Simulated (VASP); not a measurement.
# Pd (I4/mmm) in VASP: further runs, part 2 of 2

VASP 6.6.1. The steps go on from the part before.

## (3) Single point, PBEsol (uniaxial strain along c: +2.0 %)

Input file INCAR:

```
SYSTEM = Pd
  PREC = Accurate
  ENCUT = 520
  EDIFF = 1E-7
  ISMEAR = 0
  SIGMA = 0.1
  LREAL = .FALSE.
  LASPH = .TRUE.
  NELM = 80
  ALGO = Fast
  ISIF = 2
  LWAVE = .FALSE.
  LCHARG = .TRUE.
  GGA = PS
  LELF = .TRUE.
  LVHAR = .TRUE.
  NBANDS = 17
```

Input file KPOINTS:

```
Automatic mesh
0
G
  14 14 14
  0 0 0
```

Input file POSCAR:

```
Pd
1.0
    3.0682006668      0.0000000000      0.0000000000
    0.0000000000      3.0682006668      0.0000000000
    0.0000000000      0.0000000000      3.1452911358
Pd
2
Direct
    0.0000000000      0.0000000000      0.0000000000
    0.5000000000      0.5000000000      0.5000000000
```

Potentials or basis: VASP PAW PBE potentials, release 64 (Pd).

On the command line:

```sh
$ cat potpaw_PBE.64/Pd/POTCAR > POTCAR
$ mpirun -np 1 vasp_std > vasp.out
```

Wall time 2.4 min (1 thread of Intel Xeon 8259CL, shared host); peak memory 0.23 GiB.

The run converged. Its results:

```yaml
Free_energy: -11.8159 eV
Pressure: -2.1 GPa
Band_gap_on_the_k_mesh: zero (bands 10 and 11 overlap by 1.09 eV)
```

Stress tensor (GPa, compression positive):
```
-2.69  0.00  0.00
 0.00 -2.69  0.00
 0.00  0.00 -1.06
```

Levels at points of the mesh, in eV from the Fermi level:
```csv
k point,band 6,band 7,band 8,band 9,band 10,band 11,band 12,band 13,band 14,band 15
"(0.00, 0.00, 0.00)",-2.83,-1.05,-0.84,0.20,0.25,0.25,8.64,9.41,9.41,17.11
"(0.50, 0.00, 0.00)",-2.41,-2.28,-2.28,-1.50,-1.50,0.81,0.81,16.54,16.54,16.76
"(0.50, 0.50, 0.00)",-0.88,-0.64,-0.64,0.64,0.64,1.44,1.44,8.07,8.07,14.88
"(0.00, 0.00, 0.50)",-2.25,-2.25,-2.25,-1.43,-1.43,0.48,0.48,16.94,16.94,16.94
"(0.50, 0.00, 0.50)",-1.11,-0.70,-0.70,0.61,0.61,1.27,1.27,7.80,7.80,15.19
"(0.50, 0.50, 0.50)",-3.56,-0.70,-0.70,-0.60,-0.60,8.79,8.79,9.41,9.41,9.41
```

Caveat: the cell differs from its parent crystal (uniaxial strain along c: +2.0 %); the PAW data sets were made with another functional, which shifts forces and pressure a little.

## (4) Single point, PBEsol (uniaxial strain along c: -3.0 %, then relaxed in part)

Input file INCAR:

```
SYSTEM = Pd
ALGO = Fast ; EDIFF = 1E-7
ENCUT = 520 ; GGA = PS
ISIF = 2 ; ISMEAR = 0
LASPH = .TRUE. ; LCHARG = .FALSE.
LREAL = .FALSE. ; LWAVE = .FALSE.
NBANDS = 17 ; NELM = 100
PREC = Accurate ; SIGMA = 0.1
```

Input file KPOINTS:

```
k-points
0
G
  14 14 14
  0 0 0
```

Input file POSCAR:

```
Pd
1.0
    3.1357451797      0.0000000000      0.0000000000
    0.0000000000      3.1357451797      0.0000000000
    0.0000000000      0.0000000000      2.9911101978
Pd
2
Direct
    0.0000000000      0.0000000000      0.0000000000
    0.5000000000      0.5000000000      0.5000000000
```

Potentials or basis: VASP PAW PBE potentials, release 64 (Pd).

On the command line:

```sh
$ cat potpaw_PBE.64/Pd/POTCAR > POTCAR
$ mpirun -np 1 vasp_std > vasp.out
```

OUTCAR:

```text
SYSTEM = Pd
   EDIFF = 1E-7
   ENCUT = 520
   GGA = PS
   ISIF = 2
   ISMEAR = 0
   LASPH = .TRUE.
   LREAL = .FALSE.
   NELM = 100
   PREC = Accurate

 ion  position               nearest neighbor table
   1  0.000  0.000  0.000-   2 2.67   2 2.67   2 2.67   2 2.67   2 2.67   2 2.67   2 2.67   2 2.67

   2  0.500  0.500  0.500-   1 2.67   1 2.67   1 2.67   1 2.67   1 2.67   1 2.67   1 2.67   1 2.67

  LATTYP: Found a simple tetragonal cell.
 ALAT       =     3.1357451797
 C/A-ratio  =     0.9538754033

  Lattice vectors:

[... 690 lines left out ...]

  FORCE on cell =-STRESS in cart. coord.  units (eV):
  Direction    XX          YY          ZZ          XY          YZ          ZX
  --------------------------------------------------------------------------------------
  -------------------------------------------------------------------------------------
  Total       -0.0695118     -0.0695118     -0.3734696      0.0000000      0.0000000      0.0000000
  in kB       -3.7866523     -3.7866523    -20.3447283      0.0000000      0.0000000      0.0000000
  external PRESSURE =      -9.3060110 kB  Pullay stress =       0.0000000 kB

 VOLUME and BASIS-vectors are now :
 -----------------------------------------------------------------------------
  energy-cutoff  :      520.00
  volume of cell :       29.41
      direct lattice vectors                 reciprocal lattice vectors
     3.135745180  0.000000000  0.000000000     0.318903464  0.000000000  0.000000000
     0.000000000  3.135745180  0.000000000     0.000000000  0.318903464  0.000000000
     0.000000000  0.000000000  2.991110198     0.000000000  0.000000000  0.334324025

 POSITION                                       TOTAL-FORCE (eV/Angst)
 -----------------------------------------------------------------------------------
      0.00000      0.00000      0.00000         0.000000     -0.000000     -0.000000
      1.56787      1.56787      1.49556        -0.000000      0.000000      0.000000
 -----------------------------------------------------------------------------------
    total drift:                                0.000000      0.000000     -0.000000

  FREE ENERGIE OF THE ION-ELECTRON SYSTEM (eV)
  ---------------------------------------------------
  free  energy   TOTEN  =       -11.8210267979 eV

  energy  without entropy=      -11.8073370665  energy(sigma->0) =      -11.81418193
```

Run time: 2.4 min. Hardware: 1 thread of Intel Xeon 8259CL, shared host; peak memory 0.23 GiB.

What came out:

| Property | Result |
| --- | --- |
| Free energy | -11.8210 eV |
| Pressure | -0.9 GPa |
| Band gap on the k mesh | zero (bands 10 and 11 overlap by 1.08 eV) |

Stress tensor (GPa, compression positive):
```
-0.38  0.00  0.00
 0.00 -0.38  0.00
 0.00  0.00 -2.03
```

Levels at points of the mesh, in eV from the Fermi level:
```csv
k point,band 7,band 8,band 9,band 10,band 11,band 12,band 13,band 14
"(0.00, 0.00, 0.00)",-1.17,-0.76,0.21,0.21,0.31,8.69,8.69,10.20
"(0.50, 0.00, 0.00)",-2.14,-2.14,-1.43,-1.43,0.50,0.50,16.36,16.36
"(0.50, 0.50, 0.00)",-0.81,-0.81,0.59,0.59,1.11,1.11,7.62,7.62
"(0.00, 0.00, 0.50)",-2.46,-2.46,-1.57,-1.57,1.14,1.14,16.73,16.73
"(0.50, 0.00, 0.50)",-0.53,-0.53,0.64,0.64,1.45,1.45,8.14,8.14
"(0.50, 0.50, 0.50)",-0.74,-0.74,-0.55,-0.55,8.87,8.87,9.28,9.28
```

Caveat: the cell differs from its parent crystal (uniaxial strain along c: -3.0 %, then relaxed in part); the PAW data sets were made with another functional, which shifts forces and pressure a little.

## (5) Summary

| cell | further INCAR settings | gap on the mesh (eV) | pressure (GPa) |
| --- | --- | --- | --- |
| a = 3.119, b = 3.119, c = 3.022 Å, 2 atoms | ALGO = Fast; EDIFF = 1e-06; NBANDS = 17 | none | -0.8 |
| a = 3.068, b = 3.068, c = 3.145 Å, 2 atoms | ALGO = Fast; EDIFF = 1e-07; NBANDS = 17 | none | -2.1 |
| a = 3.136, b = 3.136, c = 2.991 Å, 2 atoms | ALGO = Fast; EDIFF = 1e-07; NBANDS = 17 | none | -0.9 |

Alike in all rows: task single point; level PBEsol; potentials or basis VASP PAW PBE potentials, release 64 (Pd); no spin polarisation; k mesh 14 × 14 × 14; cutoff (eV) 520; smearing gaussian 0.1 eV.

Caveats: the PAW data sets were made with another functional, which shifts forces and pressure a little.

Total energies depend on the potentials used, so only differences within one code and one set of settings carry meaning.
